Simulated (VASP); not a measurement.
Input of a VASP 6.6.1 run:

File INCAR:

```
ALGO = Normal ; DIPOL = 0.5 0.5 0.330
EDIFF = 1E-6 ; ENCUT = 520
IDIPOL = 3 ; ISIF = 2
ISMEAR = 0 ; LASPH = True
LCHARG = False ; LDIPOL = True
LREAL = False ; LWAVE = False
NBANDS = 34 ; NELM = 60
PREC = Accurate ; SIGMA = 0.1
```

Contents of KPOINTS:

```
k-points
0
Gamma
  9 7 1
```

File POSCAR:

```
Nb4H
1.0
    2.9270177669      0.0000000000      0.0000000000
    0.0000000000      4.1394282232      0.0000000000
    0.0000000000      0.0000000000     21.2576690685
Nb H
4 1
Direct
    0.5000000000      0.5000000000      0.1881673850
    0.0000000000      0.0000000000      0.2570135449
    0.5000000000      0.5000000000      0.3306382692
    0.0000000000      0.0000000000      0.3884559987
    0.0000000000      0.5000000000      0.4877142943
```

Potentials or basis: VASP PAW LDA potentials, release 64 (Nb_sv, H).

Run with:

```bash
$ cat potpaw_LDA.64/Nb_sv/POTCAR potpaw_LDA.64/H/POTCAR > POTCAR
$ mpirun -np 1 vasp_std > vasp.out
```

(1) Estimate the largest force.

## Answers

(1) 1.311 eV/Å.
